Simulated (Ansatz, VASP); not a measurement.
## One calculation of Hg, two programs

```
Hg
1.0
     2.98907    0.00000    0.00000
     0.00000    2.98907    0.00000
     0.00000    0.00000    2.98907
Hg
1
Direct
  0.00000 0.00000 0.00000
```

Alike in both runs: task relaxation of cell and atoms; functional r2SCAN; k mesh 18 × 18 × 18; occupations gaussian, width 0.1 eV; no spin polarisation.

|  | VASP | Ansatz |
| --- | --- | --- |
| version | VASP 6.6.1 | Ansatz 0.2.0 |
| potentials or method | VASP PAW PBE potentials, release 64 (Hg), cutoff 600 eV | scalar-relativistic, plane waves, PAW |
| valence electrons in the cell | 12 | 20 |

VASP gave:

```
gap on the k mesh at the Fermi level, each at its own relaxed structure (eV) : none
relaxed volume (Å³/atom)                                                     : 27.74
relaxed cell length with the largest relative difference (Å)                 : 3.027
```

Question: Estimate Ansatz's values.

Answer: gap on the k mesh at the Fermi level, each at its own relaxed structure (eV): none; relaxed volume (Å³/atom): 27.30; relaxed cell length with the largest relative difference (Å): 3.011.

VASP's potentials were made for PBE, not for r2SCAN. A gap of «none» marks a metal or a gap that the smearing closes. VASP's potentials hold 12 valence electrons a cell and Ansatz's 20, so a difference there can come from the potentials and not from the codes.

Neither program's run includes spin-orbit coupling.
